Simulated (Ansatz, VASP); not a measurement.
## CaSe: VASP beside Ansatz

File INCAR:

```
ALGO = Normal ; EDIFF = 1E-7
ENCUT = 520 ; GGA = PE
ISIF = 2 ; ISMEAR = -1
LASPH = T ; LCHARG = F
LREAL = F ; LWAVE = F
NBANDS = 15 ; NELM = 100
PREC = Accurate ; SIGMA = 0.02
```

The input KPOINTS:

```
k-points
0
Gamma
  7 7 7
```

File POSCAR:

```
CaSe
1.0
    0.0000000000      2.9804308600      2.9804308600
    2.9804308600      0.0000000000      2.9804308600
    2.9804308600      2.9804308600      0.0000000000
Ca Se
1 1
Direct
    0.0000000000      0.0000000000      0.0000000000
    0.5000000000      0.5000000000      0.5000000000
```

Input for Ansatz:

```yaml
crystal:
  lattice:
    - [0.0, 2.98043086, 2.98043086]
    - [2.98043086, 0.0, 2.98043086]
    - [2.98043086, 2.98043086, 0.0]
  atoms:
    - { symbol: Ca, position: [0.0, 0.0, 0.0] }
    - { symbol: Se, position: [0.5, 0.5, 0.5] }
kpoints:
  mp_grid: { grid: [7, 7, 7] }
scf:
  occupations: { method: fermi_dirac, width: 0.02 }
hamiltonian:
  xc: pbe
  pseudopotentials: { kind: all_electron, lapw: { basis_error: 0.00025 } }
output:
  forces: true
  stress: true
  eigenvalues: true
```

Change from the starting cell: volume scaled by 1.025.

Alike in both runs: task single point; functional PBE; k mesh 7 × 7 × 7; occupations fermi-dirac, width 0.02 eV; no spin polarisation.

```csv
,VASP,Ansatz
version,VASP 6.6.1,Ansatz 0.2.0
potentials or method,"VASP PAW PBE potentials, release 64 (Ca_sv, Se), cutoff 520 eV","all-electron LAPW, scalar-relativistic"
```

```csv
,VASP,Ansatz,Ansatz less VASP
gap on the k mesh at the Fermi level (eV),2.14,2.15,+0.008
pressure (GPa),0.1,-0.1,-0.16
```

Ansatz ran all-electron here, and VASP with PAW potentials.
